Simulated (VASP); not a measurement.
A run of VASP 6.6.1 is set up as follows.

Contents of INCAR:

```
SYSTEM = InP
ALGO = Normal ; EDIFF = 1E-7
EDIFFG = -0.001 ; ENCUT = 600
GGA = PE ; IBRION = 2
ISIF = 3 ; ISMEAR = -1
LASPH = .TRUE. ; LCHARG = .FALSE.
LREAL = .FALSE. ; LWAVE = .FALSE.
NELM = 100 ; NSW = 80
PREC = Accurate ; PSTRESS = 90.0
SIGMA = 0.15
```

The input KPOINTS:

```
k-points
0
G
  14 14 14
  0 0 0
```

The input POSCAR:

```
InP
1.0
    0.0000000000      2.7719816254      2.7719816254
    2.7719816254      0.0000000000      2.7719816254
    2.7719816254      2.7719816254      0.0000000000
In P
1 1
Direct
    0.0000000000      0.0000000000      0.0000000000
    0.5000000000      0.5000000000      0.5000000000
```

Potentials or basis: VASP PAW PBE potentials, release 64 (In_d, P).

The run is started by

```sh
$ cat potpaw_PBE.64/In_d/POTCAR potpaw_PBE.64/P/POTCAR > POTCAR
$ mpirun -np 1 vasp_std > vasp.out
```

Q: What does it give for the band gap on the k mesh?

A: Zero (band 9 reaches 8.58 eV, above the bottom of band 10 at 5.85 eV).

Q: Estimate the relaxed volume.

A: 19.32 Å³/atom.

Q: Estimate the relaxed cell.

A: a = 3.795 Å, b = 3.795 Å, c = 3.795 Å, α = 60.00°, β = 60.00°, γ = 60.00°.

Final structure:
```
In P
1.0
     0.00000    2.68351    2.68351
     2.68351    0.00000    2.68351
     2.68351    2.68351    0.00000
In P
1 1
Direct
  0.00000 0.00000 0.00000
  0.50000 0.50000 0.50000
```

Caveat: the cell is relaxed towards a set pressure, so the enthalpy falls and the energy may rise; spin-orbit coupling is left out, which moves the levels of the heavy elements.
